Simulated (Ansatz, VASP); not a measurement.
## Zr2CrO3: VASP beside Ansatz

```
Zr Cr O
1.0
     5.63852    0.00000    0.00000
    -2.81926    4.88310    0.00000
     0.00000    0.00000    2.99142
Zr Cr O
2 1 3
Direct
  0.33333 0.66667 0.00000
  0.66667 0.33333 0.00000
  0.00000 0.00000 0.00000
  0.50000 0.00000 0.50000
  0.50000 0.50000 0.50000
  0.00000 0.50000 0.50000
```

Alike in both runs: functional PBE; k mesh 6 × 6 × 6; occupations gaussian, width 0.1 eV; collinear spin.

Ansatz relaxed the structure, and its values are those at the end. VASP's run is a single point on that final structure, the one shown.

|  | VASP | Ansatz |
| --- | --- | --- |
| version | VASP 6.6.1 | Ansatz 0.2.0 |
| potentials or method | VASP PAW PBE potentials, release 64 (Zr_sv, Cr_pv, O), cutoff 520 eV | scalar-relativistic, plane waves, PAW |
| valence electrons in the cell | 54 | 56 |

```tsv
	VASP	Ansatz	Ansatz less VASP
gap on the k mesh at the Fermi level (eV)	none	none	-
pressure (GPa)	0.2	0.0	-0.17
net moment per atom (μB)	0.85	0.85	0.000
size of the moment on the site where the two differ most (μB)	4.13	4.24	+0.115
```

Site moments also hang on the region over which each program counts them. A gap of «none» marks a metal or a gap that the smearing closes. With one functional, cell and mesh, what is left measures potentials, basis and numerics. VASP's potentials hold 54 valence electrons a cell and Ansatz's 56, so a difference there can come from the potentials and not from the codes.
